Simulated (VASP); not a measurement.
Write the native input for VASP 6.6.1 that does the following.

```
Task                   : single point
Functional             : PBEsol
Potentials or basis    : VASP PAW PBE potentials, release 64 (Ti_sv, Co)
Cutoff                 : 600 eV
k mesh                 : 9 × 9 × 9
Occupations            : gaussian, width 0.1 eV
Spin                   : collinear spin, ferromagnetic start
Starting moments       : [0.0, 2.5] μB
Dipole correction      : no
Further INCAR settings : ALGO = Normal; EDIFF = 1e-06; NBANDS = 22
```

The structure of TiCo lies in POSCAR:

```
TiCo
1.0
    2.9395472409      0.0000000000      0.0000000000
    0.0000000000      2.9395472409      0.0000000000
    0.0000000000      0.0000000000      2.9395472409
Ti Co
1 1
Direct
    0.0000000000      0.0000000000      0.0000000000
    0.5000000000      0.5000000000      0.5000000000
```

The input as run:

INCAR

```
SYSTEM = TiCo
PREC     = Accurate       ! precision mode
ENCUT    = 600            ! plane-wave cutoff, eV
EDIFF    = 1E-6           ! SCF threshold, eV
ISMEAR   = 0              ! smearing method
SIGMA    = 0.1            ! smearing width, eV
LREAL    = .False.        ! projectors in reciprocal space
LASPH    = .True.         ! aspherical terms in the spheres
NELM     = 200            ! most SCF steps
ALGO     = Normal         ! electronic algorithm
ISIF     = 2              ! what is computed and relaxed
LWAVE    = .False.        ! write WAVECAR
LCHARG   = .True.         ! write CHGCAR
ISPIN    = 2              ! spin polarisation
MAGMOM   = 0 2.5          ! initial moments
LORBIT   = 11             ! projections on sites
LMAXMIX  = 4              ! l up to which the mixer works
GGA      = PS             ! functional
LELF     = .True.         ! ELF
LVHAR    = .True.       
NBANDS   = 22             ! bands
GGA_COMPAT= .False.
```

KPOINTS

```
Automatic mesh
0
Gamma
  9 9 9
  0 0 0
```

Potentials or basis: VASP PAW PBE potentials, release 64 (Ti_sv, Co).

Command:

```console
$ cat potpaw_PBE.64/Ti_sv/POTCAR potpaw_PBE.64/Co/POTCAR > POTCAR
$ mpirun -np 1 vasp_std > vasp.out
```

Results of the run:

```yaml
Pressure: -0.9 GPa
Net_moment: 0.58 μB per cell
Site_moments: Ti -0.02; Co +0.63 μB
Valence_electrons_inside_the_program's_atomic_spheres: Ti 10.36; Co 8.38
```

Caveat: the PAW data sets were made with another functional, which shifts forces and pressure a little.

It used 85 s of CPU time on 1 thread of AMD EPYC 7R13 Processor (Zen 3), on a shared host.
